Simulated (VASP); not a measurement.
# Se (P3_121) in VASP: further runs

Runs on Se. Level: PBEsol+D3(BJ). Tasks: single point.

Everything below comes from runs of VASP 6.6.1. Logs are shortened: lines on timing, memory, paths and dates and some standing lists are left out, and cuts for length are marked.

## (1) The cell of the first run

It takes space group P3_121 (No. 152, trigonal). Conventional cell: a = 4.095 Å, b = 4.095 Å, c = 4.998 Å, α = 90.00°, β = 90.00°, γ = 120.00°. Se (site symmetry 2) has 6 Se at 2.49 to 3.14 Å within 3.3 Å.

## (2) Single point, PBEsol+D3(BJ) (volume 24.192 Å^3 an atom, c/a of the conventional cell 1.2206)

File INCAR:

```
PREC     = Accurate       # precision mode
ENCUT    = 520            # plane-wave cutoff, eV
EDIFF    = 1E-6           # SCF threshold, eV
ISMEAR   = 0              # smearing method
SIGMA    = 0.03           # smearing width, eV
LREAL    = F              # projectors in reciprocal space
LASPH    = T              # aspherical terms in the spheres
NELM     = 100            # most SCF steps
ALGO     = Normal         # electronic algorithm
ISIF     = 2              # what is computed and relaxed
LWAVE    = F              # write WAVECAR
LCHARG   = F              # write CHGCAR
GGA      = PS             # functional
IVDW     = 12             # dispersion correction
NBANDS   = 16             # bands
```

File KPOINTS:

```
Automatic mesh
0
Gamma
  12 12 8
```

File POSCAR:

```
Se
1.0
    4.0947715488      0.0000000000      0.0000000000
   -2.0473857744      3.5461761840      0.0000000000
    0.0000000000      0.0000000000      4.9980781525
Se
3
Direct
    0.2610773134      0.0000000000      0.3333333333
    0.0000000000      0.2610773134      0.6666666667
    0.7389226866      0.7389226866      0.0000000000
```

Potentials or basis: VASP PAW PBE potentials, release 64 (Se).

Launch:

```sh
$ cat potpaw_PBE.64/Se/POTCAR > POTCAR
$ mpirun -np 1 vasp_std > vasp.out
```

OUTCAR:

```text
PREC = Accurate
   ENCUT = 520
   EDIFF = 1E-6
   ISMEAR = 0
   LREAL = F
   LASPH = T
   NELM = 100
   ISIF = 2
   GGA = PS
   IVDW = 12
 IVDW          = 12

 ion  position               nearest neighbor table
   1  0.261  0.000  0.333-   3 2.49   2 2.49
   2  0.000  0.261  0.667-   3 2.49   1 2.49
   3  0.739  0.739  0.000-   1 2.49   2 2.49

  LATTYP: Found a hexagonal cell.
 ALAT       =     4.0947715488
 C/A-ratio  =     1.2206000000

  Lattice vectors:

 A1 = (   4.0947715488,   0.0000000000,   0.0000000000)
 A2 = (  -2.0473857744,   3.5461761840,   0.0000000000)
 A3 = (   0.0000000000,   0.0000000000,   4.9980781525)

Analysis of symmetry for initial positions (statically):
=====================================================================
 Subroutine PRICEL returns:
 Original cell was already a primitive cell.

 Routine SETGRP: Setting up the symmetry group for a
 hexagonal supercell.

 Subroutine GETGRP returns: Found  6 space group operations
 (whereof  2 operations were pure point group operations)
 out of a pool of 24 trial point group operations.

The static configuration has the point symmetry C_2 .
 The point group associated with its full space group is D_3 .

Analysis of symmetry for dynamics (positions and initial velocities):
=====================================================================
 Subroutine PRICEL returns:
 Original cell was already a primitive cell.

 Routine SETGRP: Setting up the symmetry group for a
 hexagonal supercell.

 Subroutine GETGRP returns: Found  6 space group operations
 (whereof  2 operations were pure point group operations)
 out of a pool of 24 trial point group operations.

The dynamic configuration has the point symmetry C_2 .
 The point group associated with its full space group is D_3 .

 Subroutine INISYM returns: Found  6 space group operations
 (whereof  2 operations are pure point group operations),
 and found     1 'primitive' translations

----------------------------------------------------------------------------------------

                                     Primitive cell

  volume of cell :      72.5760

  direct lattice vectors                    reciprocal lattice vectors
     4.094771549  0.000000000  0.000000000     0.244213868  0.140996943  0.000000000
    -2.047385774  3.546176184  0.000000000     0.000000000  0.281993885  0.000000000
     0.000000000  0.000000000  4.998078152     0.000000000  0.000000000  0.200076903

  length of vectors
     4.094771549  4.094771549  4.998078152     0.281993885  0.281993885  0.200076903

  position of ions in fractional coordinates (direct lattice)
     0.261077313  0.000000000  0.333333333
     0.000000000  0.261077313  0.666666667
     0.738922687  0.738922687  0.000000000

  ion indices of the primitive-cell ions
   primitive index   ion index
                 1           1
                 2           2
                 3           3

----------------------------------------------------------------------------------------

 KPOINTS: Automatic mesh

Automatic generation of k-mesh.
 Grid dimensions read from file:
 generate k-points for:   12   12    8

 Generating k-lattice:

  Cartesian coordinates                     Fractional coordinates (reciprocal lattice)
     0.020351156  0.011749745  0.000000000     0.083333333  0.000000000  0.000000000
     0.000000000  0.023499490  0.000000000     0.000000000  0.083333333  0.000000000
     0.000000000  0.000000000  0.025009613     0.000000000  0.000000000  0.125000000

  Length of vectors
     0.023499490  0.023499490  0.025009613

  Shift w.r.t. Gamma in fractional coordinates (k-lattice)
     0.000000000  0.000000000  0.000000000

 Subroutine IBZKPT returns following result:
 ===========================================

 Found    131 irreducible k-points:

 Following reciprocal coordinates:
            Coordinates               Weight
  0.000000  0.000000  0.000000      1.000000
  0.083333  0.000000  0.000000      6.000000
  0.166667  0.000000  0.000000      6.000000
  0.250000  0.000000  0.000000      6.000000
  0.333333  0.000000  0.000000      6.000000
  0.416667  0.000000  0.000000      6.000000
[... 16 lines left out ...]
  0.166667  0.000000  0.125000      6.000000
  0.000000  0.166667  0.125000      6.000000
 [... further k-points ...]
   k-points           NKPTS =    131   k-points in BZ     NKDIM =    131   number of bands    NBANDS=     16
   number of dos      NEDOS =    301   number of ions     NIONS =      3
   total plane-waves  NPLWV =  36000
   dimension x,y,z NGX =    30 NGY =   30 NGZ =   40
   dimension x,y,z NGXF=    60 NGYF=   60 NGZF=   80
   ions per type =               3
   NGX,Y,Z   is equivalent  to a cutoff of  12.18, 12.18, 13.30 a.u.
   NGXF,Y,Z  is equivalent  to a cutoff of  24.36, 24.36, 26.61 a.u.
 SYSTEM =  unknown system
   PREC   = accura    normal or accurate (medium, high low for compatibility)
   ISTART =      0    job   : 0-new  1-cont  2-samecut
   ICHARG =      2    charge: 1-file 2-atom 10-const
   ISPIN  =      1    spin polarized calculation?
   LNONCOLLINEAR =      F non collinear calculations
   LSORBIT =      F    spin-orbit coupling
   LASPH  =      T    aspherical Exc in radial PAW
   ENCUT  =  520.0 eV  38.22 Ry    6.18 a.u.   7.61  7.61  9.29*2*pi/ulx,y,z
   NELM   =    100;   NELMIN=  2; NELMDL= -5     # of ELM steps
   EDIFF  = 0.1E-05   stopping-criterion for ELM
   LREAL  =      F    real-space projection
   EDIFFG = 0.1E-04   stopping-criterion for IOM
   NSW    =      0    number of steps for IOM
   IBRION =     -1    ionic relax: 0-MD 1-quasi-New 2-CG
   NFREE  =      0    steps in history (QN), initial steepest desc. (CG)
   ISIF   =      2    stress and relaxation
   ISYM   =      2    0-nonsym 1-usesym 2-fastsym
   POTIM  = 0.5000    time-step for ionic-motion
   TEBEG  =    0.0;   TEEND  =   0.0 temperature during run
   PSTRESS=    0.0 pullay stress
   NELECT =      18.0000    total number of electrons
   NUPDOWN=      -1.0000    fix difference up-down
   EMIN   =  10.00;   EMAX   =-10.00  energy-range for DOS
   EFERMI =   0.00;   METHOD = LEGACY
   ISMEAR =     0;   SIGMA  =   0.03  broadening in eV -4-tet -1-fermi 0-gaus
   EFERMI_NEDOS =   21; number of points for ismear=-14 and -15
   IALGO  =     38    algorithm
   IMIX   =      4    mixing-type and parameters
     AMIX     =   0.40;   BMIX     =  1.00
     AMIX_MAG =   1.60;   BMIX_MAG =  1.00
  volume/ion in A,a.u.               =      24.19       163.26
  Fermi-wavevector in a.u.,A,eV,Ry     =   1.028572  1.943719 14.394422  1.057960
  Thomas-Fermi vector in A             =   2.162575
   LORBIT       =      0    0 simple, 1 ext, 2 COOP (PROOUT), +10 PAW based schemes
   GGA     = PS    functional components
   LHFCALC =     F    Hartree Fock is set to
   AEXX    =    0.0000 exact exchange contribution
   IVDW    =    12    specifies the selected vdW correction
   LEPSILON=     F    determine dielectric tensor
   LRPA    =     F    only Hartree local field effects (RPA)
 non-spin polarized calculation
 Gauss-broadening in eV      SIGMA  =   0.03
  energy-cutoff  :      520.00
  volume of cell :       72.58
 maximum number of plane-waves:      2010
   NGX = 15   NGY = 15   NGZ = 19

 number of electron      18.0000000 magnetization

 Free energy of the ion-electron system (eV)
  ---------------------------------------------------
  ext. energy  EPLUGINS =         0.00000000
  ---------------------------------------------------
  free energy    TOTEN  =       -11.51976277 eV

  energy without entropy =      -11.51976277  energy(sigma->0) =      -11.51976277

 E-fermi :   4.0190     XC(G=0):  -9.6939

 val. band max:        3.8489436404   @ k =   0.4167   0.1667   0.5000
 cond. band min:       4.1878267041   @ k =   0.0000   0.0000   0.5000
 fundamental gap:      0.3388830637
 Fermi energy:         4.0190390061

 k-point     1 :       0.0000    0.0000    0.0000
  band No.  band energies     occupation
      1     -12.1818      2.00000
      2      -8.1114      2.00000
      3      -8.1114      2.00000
      4      -0.0756      2.00000
      5       0.3286      2.00000
      6       0.3286      2.00000
[... 8 lines left out ...]
     15      10.6591      0.00000
     16      11.8704      0.00000

 k-point     2 :       0.0833    0.0000    0.0000
  band No.  band energies     occupation
      1     -12.1321      2.00000
      2      -8.1402      2.00000
      3      -8.1054      2.00000
      4      -0.4053      2.00000
      5       0.0798      2.00000
      6       0.2455      2.00000
[... 8 lines left out ...]
     15      10.9604      0.00000
     16      11.7588      0.00000

 k-point     3 :       0.1667    0.0000    0.0000
  band No.  band energies     occupation
      1     -11.9872      2.00000
      2      -8.2370      2.00000
      3      -8.0879      2.00000
      4      -0.9858      2.00000
      5      -0.3039      2.00000
      6       0.0184      2.00000
[... 8 lines left out ...]
     15      11.4348      0.00000
     16      12.0962      0.00000

 k-point     4 :       0.2500    0.0000    0.0000
  band No.  band energies     occupation
      1     -11.7622      2.00000
      2      -8.4191      2.00000
      3      -8.0618      2.00000
      4      -1.4213      2.00000
      5      -0.6600      2.00000
      6      -0.2331      2.00000
[... 8 lines left out ...]
     15      11.8237      0.00000
     16      12.7928      0.00000

 k-point     5 :       0.3333    0.0000    0.0000
  band No.  band energies     occupation
      1     -11.4903      2.00000
      2      -8.6753      2.00000
      3      -8.0333      2.00000
      4      -1.6147      2.00000
      5      -0.9451      2.00000
      6      -0.4058      2.00000
[... 8 lines left out ...]
     15      12.4699      0.00000
     16      13.6615      0.00000

 k-point     6 :       0.4167    0.0000    0.0000
  band No.  band energies     occupation
      1     -11.2403      2.00000
      2      -8.9306      2.00000
      3      -8.0111      2.00000
      4      -1.6146      2.00000
      5      -1.1396      2.00000
      6      -0.4195      2.00000
[... 8 lines left out ...]
     15      13.3878      0.00000
     16      14.0760      0.00000
[... 267 lines left out ...]
 k-point    21 :       0.0833    0.0000    0.1250
  band No.  band energies     occupation
      1     -12.0601      2.00000
      2      -8.9283      2.00000
      3      -7.3407      2.00000
      4      -0.3741      2.00000
      5       0.0323      2.00000
      6       0.3688      2.00000
[... 8 lines left out ...]
     15      11.0950      0.00000
     16      11.1917      0.00000

 k-point    22 :       0.0000    0.0833    0.1250
  band No.  band energies     occupation
      1     -12.0598      2.00000
      2      -8.9329      2.00000
      3      -7.3322      2.00000
      4      -0.3335      2.00000
      5      -0.1223      2.00000
      6       0.3717      2.00000
[... 8 lines left out ...]
     15      11.0576      0.00000
     16      11.5520      0.00000

 k-point    23 :       0.1667    0.0000    0.1250
  band No.  band energies     occupation
      1     -11.9176      2.00000
      2      -8.8943      2.00000
      3      -7.4829      2.00000
      4      -0.8600      2.00000
      5      -0.2188      2.00000
      6       0.1197      2.00000
[... 8 lines left out ...]
     15      11.1897      0.00000
     16      11.5228      0.00000

 k-point    24 :       0.0000    0.1667    0.1250
  band No.  band energies     occupation
      1     -11.9156      2.00000
      2      -8.9297      2.00000
      3      -7.4218      2.00000
      4      -0.9869      2.00000
      5      -0.4806      2.00000
      6       0.1022      2.00000
[... 8 lines left out ...]
     15      11.5198      0.00000
     16      12.2112      0.00000

 [... further k-points ...]

------------------------ aborting loop because EDIFF is reached ----------------------------------------

 Edisp (eV)   -0.93299

 E8    (eV) :    -0.5892

  FORCE on cell =-STRESS in cart. coord.  units (eV):
  Direction    XX          YY          ZZ          XY          YZ          ZX
  --------------------------------------------------------------------------------------
  -------------------------------------------------------------------------------------
  Total      -1.86952    -1.86952    -1.16380     0.00000    -0.00000     0.00000
  in kB     -41.27116   -41.27116   -25.69178     0.00000    -0.00000     0.00000
  external pressure =      -36.08 kB  Pullay stress =        0.00 kB

 VOLUME and BASIS-vectors are now :
 -----------------------------------------------------------------------------
  energy-cutoff  :      520.00
  volume of cell :       72.58
      direct lattice vectors                 reciprocal lattice vectors
     4.094771549  0.000000000  0.000000000     0.244213868  0.140996943  0.000000000
    -2.047385774  3.546176184  0.000000000     0.000000000  0.281993885  0.000000000
     0.000000000  0.000000000  4.998078152     0.000000000  0.000000000  0.200076903

 POSITION                                       TOTAL-FORCE (eV/Angst)
 -----------------------------------------------------------------------------------
      1.06905      0.00000      1.66603        -0.416634      0.000000     -0.000000
     -0.53453      0.92583      3.33205         0.208317     -0.360815      0.000000
      1.51286      2.62035      0.00000         0.208317      0.360815     -0.000000
 -----------------------------------------------------------------------------------
    total drift:                                0.000000      0.000000      0.000000

  FREE ENERGIE OF THE ION-ELECTRON SYSTEM (eV)
  ---------------------------------------------------
  free  energy   TOTEN  =       -12.4527533537 eV

  energy  without entropy=      -12.4527533537  energy(sigma->0) =      -12.45275335
```

It took 76 s on 1 thread of Intel Xeon Platinum 8375C at 2.90GHz (Ice Lake), shared host; peak memory 0.27 GiB.

Results:

```yaml
Free_energy: -12.4528 eV
Pressure: -3.6 GPa
Largest_force: 0.417 eV/Å
Band_gap_on_the_k_mesh: 0.34 eV, indirect (least direct gap 0.70 eV)
Dispersion_energy_per_atom: -0.311 eV
```

Forces on the atoms (eV/Å):
```
Se  -0.417  0.000  0.000
Se   0.208 -0.361  0.000
Se   0.208  0.361  0.000
```

Stress tensor (GPa, compression positive):
```
-4.13  0.00  0.00
 0.00 -4.13  0.00
 0.00  0.00 -2.57
```

Caveat: the PAW data sets were made with another functional, which shifts forces and pressure a little. A k mesh can miss the band edges.

## (3) Single point, PBEsol+D3(BJ) (volume 24.192 Å^3 an atom, c/a of the conventional cell 1.3228)

File INCAR:

```
SYSTEM = Se
PREC     = Accurate       ! precision mode
ENCUT    = 520            ! plane-wave cutoff, eV
EDIFF    = 1E-7           ! SCF threshold, eV
ISMEAR   = 0              ! smearing method
SIGMA    = 0.03           ! smearing width, eV
LREAL    = .False.        ! projectors in reciprocal space
LASPH    = .True.         ! aspherical terms in the spheres
NELM     = 60             ! most SCF steps
ALGO     = Normal         ! electronic algorithm
ISIF     = 2              ! what is computed and relaxed
LWAVE    = .False.        ! write WAVECAR
LCHARG   = .False.        ! write CHGCAR
GGA      = PS             ! functional
IVDW     = 12             ! dispersion correction
NBANDS   = 16             ! bands
```

File KPOINTS:

```
Automatic mesh
0
Gamma
  12 12 8
  0 0 0
```

File POSCAR:

```
Se
1.0
    3.9864874913      0.0000000000      0.0000000000
   -1.9932437456      3.4523994393      0.0000000000
    0.0000000000      0.0000000000      5.2732891475
Se
3
Direct
    0.2610773134      0.0000000000      0.3333333333
    0.0000000000      0.2610773134      0.6666666667
    0.7389226866      0.7389226866      0.0000000000
```

Potentials or basis: VASP PAW PBE potentials, release 64 (Se).

Launch:

```sh
$ cat potpaw_PBE.64/Se/POTCAR > POTCAR
$ mpirun -np 1 vasp_std > vasp.out
```

Wall time 92 s (1 thread of Intel Xeon Platinum 8375C at 2.90GHz (Ice Lake), shared host); peak memory 0.26 GiB.

It converged, with:

```
Free energy                : -12.4474 eV
Pressure                   : -5.0 GPa
Largest force              : 0.400 eV/Å
Band gap on the k mesh     : 0.19 eV, direct
Dispersion energy per atom : -0.311 eV
```

Forces on the atoms (eV/Å):
```
Se  -0.400  0.000  0.000
Se   0.200 -0.347  0.000
Se   0.200  0.347  0.000
```

Stress tensor (GPa, compression positive):
```
-4.26  0.00  0.00
 0.00 -4.26  0.00
 0.00  0.00 -6.43
```

Levels at points of the mesh, in eV from the valence-band top:
```
           k point  band 5  band 6  band 7  band 8  band 9  band 10  band 11  band 12  band 13  band 14
(0.00, 0.00, 0.00)   -3.18   -3.18   -1.76   -1.76   -0.66     1.23     1.23     1.98     6.32     6.32
(0.50, 0.00, 0.00)   -4.93   -3.85   -3.83   -1.21   -0.88     1.11     1.27     4.01     4.03     8.86
(0.00, 0.00, 0.50)   -2.89   -2.89   -1.35   -1.11   -1.11     0.71     0.71     0.73     5.37     6.93
(0.50, 0.00, 0.50)   -4.14   -4.10   -2.58   -2.15   -0.22     0.98     2.23     2.90     5.78     6.82
```

Caveat: the PAW data sets were made with another functional, which shifts forces and pressure a little. A k mesh can miss the band edges.
